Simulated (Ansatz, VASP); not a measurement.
## C: VASP beside Ansatz

Contents of INCAR:

```
SYSTEM = C
ALGO = Normal ; EDIFF = 1E-6
ENCUT = 520 ; GGA = PS
ISIF = 2 ; ISMEAR = 0
LASPH = .True. ; LCHARG = .False.
LREAL = .False. ; LWAVE = .False.
NBANDS = 11 ; NELM = 100
PREC = Accurate ; SIGMA = 0.01
```

The input KPOINTS:

```
k-points
0
Gamma
  6 6 6
  0 0 0
```

The input POSCAR:

```
C
1.0
    0.0000000000      1.7833700000      1.7833700000
    1.7833700000      0.0000000000      1.7833700000
    1.7833700000      1.7833700000      0.0000000000
C
2
Direct
    0.0000000000      0.0000000000      0.0000000000
    0.2500000000      0.2500000000      0.2500000000
```

Input for Ansatz:

```yaml
crystal:
  lattice:
    - [0.0, 1.78337, 1.78337]
    - [1.78337, 0.0, 1.78337]
    - [1.78337, 1.78337, 0.0]
  atoms:
    - { symbol: C, position: [0.0, 0.0, 0.0] }
    - { symbol: C, position: [0.25, 0.25, 0.25] }
kpoints:
  mp_grid:
    grid: [6, 6, 6]
hamiltonian:
  xc: pbesol
scf:
  occupations:
    method: fixed
output:
  eigenvalues: true
```

Alike in both runs: task single point; functional PBEsol; k mesh 6 × 6 × 6; no spin polarisation.

|  | VASP | Ansatz |
| --- | --- | --- |
| version | VASP 6.6.1 | Ansatz 0.2.0 |
| potentials or method | VASP PAW PBE potentials, release 64 (C) | plane waves, PAW |
| plane-wave cutoff (eV) | 520 | 420 |
| occupations | gaussian, width 0.01 eV | fixed |
| valence electrons in the cell | 8 | 8 |

Ansatz gave:

| Item | Value |
| --- | --- |
| gap on the k mesh at the Fermi level (eV) | 4.04 |

Task: What did VASP give for the same quantities?

Result: gap on the k mesh at the Fermi level (eV): 4.03.

VASP's potentials were made for PBE, not for PBEsol.

The k mesh is coarse, so the values compare programs but aren't converged.
